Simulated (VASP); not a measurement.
# Ba in VASP: further runs

Aim: see how the results for Ba move with the level of theory and the settings. Levels: PBE, HSE06. Tasks: single point.

Everything below comes from runs of VASP 6.6.1. Logs are shortened: lines on timing, memory, paths and dates and some standing lists are left out, and cuts for length are marked.

### Step 1. The cell of the first run

The cell holds a single atom in a box, 1 atom: a = 14.000 Å, b = 14.400 Å, c = 14.800 Å, α = 90.00°, β = 90.00°, γ = 90.00°.

### Step 2. Single point, PBE, collinear spin, zero start

The input, INCAR:

```
SYSTEM = Ba
PREC     = Accurate       ! precision mode
ENCUT    = 520            ! plane-wave cutoff, eV
EDIFF    = 1E-6           ! SCF threshold, eV
ISMEAR   = -1             ! smearing method
SIGMA    = 0.01           ! smearing width, eV
LREAL    = .False.        ! projectors in reciprocal space
LASPH    = .True.         ! aspherical terms in the spheres
NELM     = 150            ! most SCF steps
ALGO     = Normal         ! electronic algorithm
ISIF     = 2              ! what is computed and relaxed
LWAVE    = .False.        ! write WAVECAR
LCHARG   = .False.        ! write CHGCAR
ISPIN    = 2              ! spin polarisation
MAGMOM   = 0.01           ! initial moments
LORBIT   = 11             ! projections on sites
GGA      = PE             ! functional
ISYM     = 0            
NBANDS   = 15             ! bands
```

The input, KPOINTS:

```
Automatic mesh
0
Gamma
  1 1 1
  0 0 0
```

The input, POSCAR:

```
Ba
1.0
   14.0000000000      0.0000000000      0.0000000000
    0.0000000000     14.4000000000      0.0000000000
    0.0000000000      0.0000000000     14.8000000000
Ba
1
Direct
    0.5000000000      0.5000000000      0.5000000000
```

Potentials or basis: VASP PAW PBE potentials, release 64 (Ba_sv).

Launch:

```bash
$ cat potpaw_PBE.64/Ba_sv/POTCAR > POTCAR
$ mpirun -np 1 vasp_gam > vasp.out
```

OUTCAR:

```text
SYSTEM = Ba
   PREC = Accurate
   ENCUT = 520
   EDIFF = 1E-6
   ISMEAR = -1
   LREAL = .False.
   LASPH = .True.
   NELM = 150
   ISIF = 2
   ISPIN = 2
   LORBIT = 11
   GGA = PE
   ISYM = 0

 ion  position               nearest neighbor table
   1  0.500  0.500  0.500-

IMPORTANT INFORMATION: All symmetrisations will be switched off!
NOSYMM: (Re-)initialisation of all symmetry stuff for point group C_1.

----------------------------------------------------------------------------------------

                                     Primitive cell

  volume of cell :    2983.6800

  direct lattice vectors                    reciprocal lattice vectors
    14.000000000  0.000000000  0.000000000     0.071428571  0.000000000  0.000000000
     0.000000000 14.400000000  0.000000000     0.000000000  0.069444444  0.000000000
     0.000000000  0.000000000 14.800000000     0.000000000  0.000000000  0.067567568

  length of vectors
    14.000000000 14.400000000 14.800000000     0.071428571  0.069444444  0.067567568

  position of ions in fractional coordinates (direct lattice)
     0.500000000  0.500000000  0.500000000

  ion indices of the primitive-cell ions
   primitive index   ion index
                 1           1

----------------------------------------------------------------------------------------

 KPOINTS: Automatic mesh

Automatic generation of k-mesh.
 Grid dimensions read from file:
 generate k-points for:    1    1    1

 Generating k-lattice:

  Cartesian coordinates                     Fractional coordinates (reciprocal lattice)
     0.071428571  0.000000000  0.000000000     1.000000000  0.000000000  0.000000000
     0.000000000  0.069444444  0.000000000     0.000000000  1.000000000  0.000000000
     0.000000000  0.000000000  0.067567568     0.000000000  0.000000000  1.000000000

  Length of vectors
     0.071428571  0.069444444  0.067567568

  Shift w.r.t. Gamma in fractional coordinates (k-lattice)
     0.000000000  0.000000000  0.000000000

 Subroutine IBZKPT returns following result:
 ===========================================

 Found      1 irreducible k-points:

 Following reciprocal coordinates:
            Coordinates               Weight
  0.000000  0.000000  0.000000      1.000000
   k-points           NKPTS =      1   k-points in BZ     NKDIM =      1   number of bands    NBANDS=     15
   number of dos      NEDOS =    301   number of ions     NIONS =      1
   total plane-waves  NPLWV = ******
   dimension x,y,z NGX =   108 NGY =  108 NGZ =  112
   dimension x,y,z NGXF=   216 NGYF=  216 NGZF=  224
   ions per type =               1
   NGX,Y,Z   is equivalent  to a cutoff of  12.82, 12.47, 12.58 a.u.
   NGXF,Y,Z  is equivalent  to a cutoff of  25.65, 24.94, 25.16 a.u.
 SYSTEM =  Ba
[... 37 lines left out ...]
   IVDW    =     0    specifies the selected vdW correction
   LEPSILON=     F    determine dielectric tensor
   LRPA    =     F    only Hartree local field effects (RPA)
 spin polarized calculation
  energy-cutoff  :      520.00
  volume of cell :     2983.68
 maximum number of plane-waves:     40220
 NGX is ok and might be reduce to   108
   NGX = 53   NGY = 53   NGZ = 55

 number of electron      10.0000000 magnetization       0.0100000

 number of electron       9.9999999 magnetization       0.0002921

 number of electron       9.9999999 magnetization      -0.0004085

 Free energy of the ion-electron system (eV)
  ---------------------------------------------------
  ext. energy  EPLUGINS =         0.00000000
  ---------------------------------------------------
  free energy    TOTEN  =        -0.03266621 eV

  energy without entropy =       -0.03266621  energy(sigma->0) =       -0.03266621

 E-fermi :  -2.7739     XC(G=0):  -0.7140

 val. band max:       -3.0881004464   @ k =   0.0000   0.0000   0.0000
 cond. band min:      -1.8791242376   @ k =   0.0000   0.0000   0.0000
 fundamental gap:      1.2089762088
 Fermi energy:        -2.7739441831

 spin component 1

 k-point     1 :       0.0000    0.0000    0.0000
  band No.  band energies     occupation
      1     -33.5283      1.00000
      2     -18.5916      1.00000
      3     -18.5915      1.00000
      4     -18.5915      1.00000
      5      -3.0881      1.00000
      6      -1.8791      0.00000
      7      -1.8787      0.00000
      8      -1.8775      0.00000
      9      -1.8774      0.00000
     10      -1.8773      0.00000
     11      -1.0914      0.00000
     12      -1.0879      0.00000
     13      -1.0835      0.00000
     14      -0.1721      0.00000
     15       0.3582      0.00000
 Fermi energy:        -2.7739441831

 spin component 2

 k-point     1 :       0.0000    0.0000    0.0000
  band No.  band energies     occupation
      1     -33.5283      1.00000
      2     -18.5916      1.00000
      3     -18.5915      1.00000
      4     -18.5915      1.00000
      5      -3.0883      1.00000
      6      -1.8791      0.00000
      7      -1.8789      0.00000
      8      -1.8776      0.00000
      9      -1.8775      0.00000
     10      -1.8774      0.00000
     11      -1.0919      0.00000
     12      -1.0883      0.00000
     13      -1.0839      0.00000
     14      -0.1509      0.00000
     15       0.3624      0.00000

------------------------ aborting loop because EDIFF is reached ----------------------------------------

  FORCE on cell =-STRESS in cart. coord.  units (eV):
  Direction    XX          YY          ZZ          XY          YZ          ZX
  --------------------------------------------------------------------------------------
  -------------------------------------------------------------------------------------
  Total       -0.0115422     -0.0086734     -0.0060774      0.0000144     -0.0000189      0.0000002
  in kB       -0.0061980     -0.0046574     -0.0032634      0.0000077     -0.0000101      0.0000001
  external PRESSURE =      -0.0047063 kB  Pullay stress =       0.0000000 kB

 VOLUME and BASIS-vectors are now :
 -----------------------------------------------------------------------------
  energy-cutoff  :      520.00
  volume of cell :     2983.68
      direct lattice vectors                 reciprocal lattice vectors
    14.000000000  0.000000000  0.000000000     0.071428571  0.000000000  0.000000000
     0.000000000 14.400000000  0.000000000     0.000000000  0.069444444  0.000000000
     0.000000000  0.000000000 14.800000000     0.000000000  0.000000000  0.067567568

 POSITION                                       TOTAL-FORCE (eV/Angst)
 -----------------------------------------------------------------------------------
      7.00000      7.20000      7.40000         0.000039      0.000018     -0.000003
 -----------------------------------------------------------------------------------
    total drift:                                0.000039      0.000018     -0.000003

  FREE ENERGIE OF THE ION-ELECTRON SYSTEM (eV)
  ---------------------------------------------------
  free  energy   TOTEN  =        -0.0326662102 eV

  energy  without entropy=       -0.0326662102  energy(sigma->0) =       -0.03266621

 total charge

# of ion       s       p       d       tot
------------------------------------------
    1        2.169   5.561   0.000   7.731

 magnetization (x)

# of ion       s       p       d       tot
------------------------------------------
    1        0.000  -0.000   0.000   0.000
```

Wall time 6.7 min (1 thread of AMD EPYC 7R13, shared host); peak memory 2.6 GiB.

Results:

```yaml
Free_energy: -0.0327 eV
Pressure: 0.0 GPa
Band_gap_on_the_k_mesh: 1.21 eV
Net_moment: 0.00 μB per cell
Valence_electrons_inside_the_program's_atomic_spheres: Ba 7.73
```

Caveat: spin-orbit coupling is left out, which moves the levels of the heavy elements.

### Step 3. Single point, HSE06, collinear spin, zero start

POSCAR is that of step 2.

The input, INCAR.step1:

```
SYSTEM = Ba
PREC = Accurate
ENCUT = 520
EDIFF = 1E-5
ISMEAR = -1
SIGMA = 0.01
LREAL = .FALSE.
LASPH = .TRUE.
NELM = 150
ALGO = Normal
ISIF = 2
LWAVE = .TRUE.
LCHARG = .FALSE.
ISPIN = 2
MAGMOM = 0.01
LORBIT = 11
NBANDS = 15
GGA = PE
ISYM = 0
```

The input, INCAR.step2:

```
SYSTEM = Ba
PREC = Accurate
ENCUT = 520
EDIFF = 1E-6
ISMEAR = -1
SIGMA = 0.01
LREAL = .FALSE.
LASPH = .TRUE.
NELM = 150
ALGO = Normal
ISIF = 2
LWAVE = .FALSE.
LCHARG = .FALSE.
ISPIN = 2
MAGMOM = 0.01
LORBIT = 11
GGA = PE
LHFCALC = .TRUE.
HFSCREEN = 0.2079
PRECFOCK = Normal
NBANDS = 15
ISTART = 1
ISYM = 0
```

The input, KPOINTS:

```
Automatic mesh
0
G
  1 1 1
  0 0 0
```

Potentials or basis: VASP PAW PBE potentials, release 64 (Ba_sv).

Launch:

```bash
$ cat potpaw_PBE.64/Ba_sv/POTCAR > POTCAR
$ cp INCAR.step1 INCAR
$ mpirun -np 1 vasp_gam > vasp.out
$ cp INCAR.step2 INCAR
$ mpirun -np 1 vasp_gam > vasp.out
```

Wall time 15 min (1 thread of Intel Xeon 6975P-C (Granite Rapids), shared host); peak memory 2.9 GiB.

It converged, with:

* Free energy: -0.0465 eV
* Pressure: 0.0 GPa
* Band gap on the k mesh: 1.78 eV
* Net moment: 0.00 μB per cell
* Valence electrons inside the program's atomic spheres: Ba 7.72

Levels at points of the mesh, in eV from the valence-band top:
Spin up:
| k point | band 1 | band 2 | band 3 | band 4 | band 5 | band 6 | band 7 | band 8 | band 9 | band 10 |
| --- | --- | --- | --- | --- | --- | --- | --- | --- | --- | --- |
| (0.00, 0.00, 0.00) | -32.70 | -16.68 | -16.68 | -16.68 | 0.00 | 1.78 | 1.78 | 1.78 | 1.78 | 1.78 |
Spin down:
```
           k point  band 2  band 3  band 4  band 5  band 6  band 7  band 8  band 9
(0.00, 0.00, 0.00)  -16.68  -16.68  -16.68    0.00    1.78    1.78    1.78    1.78
```

Caveat: the PAW data sets were made with another functional, which shifts forces and pressure a little; spin-orbit coupling is left out, which moves the levels of the heavy elements.
